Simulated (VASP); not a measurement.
Runs of VASP 6.6.1 on Bi. The structure is that of space group P6_3/mmc (No. 194), or close to it. The cells are those of the table. 

| cell | k mesh | gap on the mesh (eV) | pressure (GPa) |
| --- | --- | --- | --- |
| a = 3.476, b = 3.476, c = 5.719 Å, angles 90.0, 90.0, 120.0°, 2 atoms | 12 × 12 × 6 | none | (a) |
| a = 3.427, b = 3.427, c = 5.639 Å, angles 90.0, 90.0, 120.0°, 2 atoms | 12 × 12 × 6 | none | (b) |
| a = 3.570, b = 3.570, c = 5.874 Å, angles 90.0, 90.0, 120.0°, 2 atoms | 12 × 12 × 6 | none | -2.1 |
| a = 3.524, b = 3.524, c = 5.798 Å, angles 90.0, 90.0, 120.0°, 2 atoms | 10 × 10 × 6 | none | 0.0 |
| a = 3.524, b = 3.524, c = 5.798 Å, angles 90.0, 90.0, 120.0°, 2 atoms | 12 × 12 × 6 | none | -0.1 |
| a = 3.615, b = 3.615, c = 5.948 Å, angles 90.0, 90.0, 120.0°, 2 atoms | 12 × 12 × 6 | none | -3.7 |
| a = 3.377, b = 3.377, c = 5.556 Å, angles 90.0, 90.0, 120.0°, 2 atoms | 12 × 12 × 6 | none | 9.5 |

Alike in all rows: task single point; level r2SCAN; potentials or basis VASP PAW PBE potentials, release 64 (Bi_d); no spin polarisation; cutoff (eV) 520; smearing fermi-dirac 0.1 eV.

Q: Fill in the values left out.

A: (a) 2.4; (b) 5.5.

Caveats: the PAW data sets were made with another functional, which shifts forces and pressure a little; spin-orbit coupling is left out, which moves the levels of the heavy elements.

A k mesh can miss the band edges, and the runs leave out spin-orbit coupling on Bi.

A gap of «none» marks levels without a gap at the run's occupations.
